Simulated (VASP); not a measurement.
Write the native input for VASP 6.6.1 that does the following.

```yaml
Task: single point
Functional: PBE
Potentials_or_basis: VASP PAW PBE potentials, release 64 (Sn_d, Ge_d, O)
Cutoff: 520 eV
k_mesh: 8 × 8 × 2
Occupations: gaussian, width 0.02 eV
Spin: no spin polarisation
Dipole_correction: no
Further_INCAR_settings: ALGO = Normal; EDIFF = 1e-06; NBANDS = 72
```

The structure of Sn5GeO6 lies in POSCAR:

```
Sn5GeO6
1.0
    3.8300161087      0.0000000000      0.0000000000
    0.0000000000      3.8300161087      0.0000000000
    0.0000000000      0.0000000000     14.9734698646
Sn Ge O
5 1 6
Direct
    0.5000000000      0.5000000000      0.0707665444
    0.5000000000      0.5000000000      0.4097330198
    0.5000000000      0.5000000000      0.7512179895
    0.0000000000      0.0000000000      0.2531638487
    0.0000000000      0.0000000000      0.5943593594
    0.0000000000      0.0000000000      0.9280215992
    0.0000000000      0.5000000000      0.9924968065
    0.0000000000      0.5000000000      0.3313596328
    0.0000000000      0.5000000000      0.6725123804
    0.5000000000      0.0000000000      0.9924968065
    0.5000000000      0.0000000000      0.3313596328
    0.5000000000      0.0000000000      0.6725123804
```

The input as run:

INCAR

```
SYSTEM = Sn5GeO6
PREC = Accurate
ENCUT = 520
EDIFF = 1E-6
ISMEAR = 0
SIGMA = 0.02
LREAL = .False.
LASPH = .True.
NELM = 80
ALGO = Normal
ISIF = 2
LWAVE = .False.
LCHARG = .False.
GGA = PE
NBANDS = 72
```

KPOINTS

```
regular mesh
0
Gamma
  8 8 2
  0 0 0
```

Potentials or basis: VASP PAW PBE potentials, release 64 (Sn_d, Ge_d, O).

Command:

```console
$ cat potpaw_PBE.64/Sn_d/POTCAR potpaw_PBE.64/Ge_d/POTCAR potpaw_PBE.64/O/POTCAR > POTCAR
$ mpirun -np 1 vasp_std > vasp.out
```

It gave:

- Pressure: 0.2 GPa
- Largest force: 0.082 eV/Å
- Band gap on the k mesh: 0.70 eV (least direct gap 1.39 eV)

Caveat: spin-orbit coupling is left out, which moves the levels of the heavy elements.

It took 19 min on 1 thread of Intel Xeon 8259CL, with other jobs on the host, peak memory 0.48 GiB.
